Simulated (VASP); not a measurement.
Wanted: the native input for a VASP 6.6.1 run.

```
Task                   : single point
Functional             : LDA
Potentials or basis    : VASP PAW LDA potentials, release 64 (Rh_sv_GW)
Cutoff                 : 620 eV
k mesh                 : 10 × 10 × 14
Occupations            : fermi-dirac, width 0.1 eV
Spin                   : no spin polarisation
Dipole correction      : no
Further INCAR settings : ALGO = Normal; EDIFF = 1e-06; NBANDS = 32
```

The structure of Rh lies in POSCAR:

```
Rh
1.0
    4.1349407308      0.0000000000      0.0000000000
   -2.0674703654      3.5809637160      0.0000000000
    0.0000000000      0.0000000000      2.5345422697
Rh
3
Direct
    1.0000000000      1.0000000000      0.0000000000
    0.3333333333      0.6666666667      0.5000000000
    0.6666666667      0.3333333333      0.5000000000
```

This isn't the form of Rh at room conditions, which is fcc.

These files were run (other wordings do the same):

INCAR

```
SYSTEM = Rh
PREC     = Accurate       ! precision mode
ENCUT    = 620            ! plane-wave cutoff, eV
EDIFF    = 1E-6           ! SCF threshold, eV
ISMEAR   = -1             ! smearing method
SIGMA    = 0.1            ! smearing width, eV
LREAL    = .FALSE.        ! projectors in reciprocal space
LASPH    = .TRUE.         ! aspherical terms in the spheres
NELM     = 120            ! most SCF steps
ALGO     = Normal         ! electronic algorithm
ISIF     = 2              ! what is computed and relaxed
LWAVE    = .FALSE.        ! write WAVECAR
LCHARG   = .FALSE.        ! write CHGCAR
NBANDS   = 32             ! bands
GGA_COMPAT= .FALSE.
```

KPOINTS

```
regular mesh
0
G
  10 10 14
  0 0 0
```

Potentials or basis: VASP PAW LDA potentials, release 64 (Rh_sv_GW).

Run with:

```bash
$ cat potpaw_LDA.64/Rh_sv_GW/POTCAR > POTCAR
$ mpirun -np 1 vasp_std > vasp.out
```

Results of the run:

The pressure is 31.0 GPa. The band gap on the k mesh is zero (an odd number of electrons rules out a gap without spin polarisation).

Caveat: the cell stands under pressure.

Run time: 2.8 min on 1 thread of Intel(R) Xeon(R) Platinum 8259CL CPU @ 2.50GHz (Skylake/Cascade Lake), with other jobs on the host, peak memory 0.27 GiB.
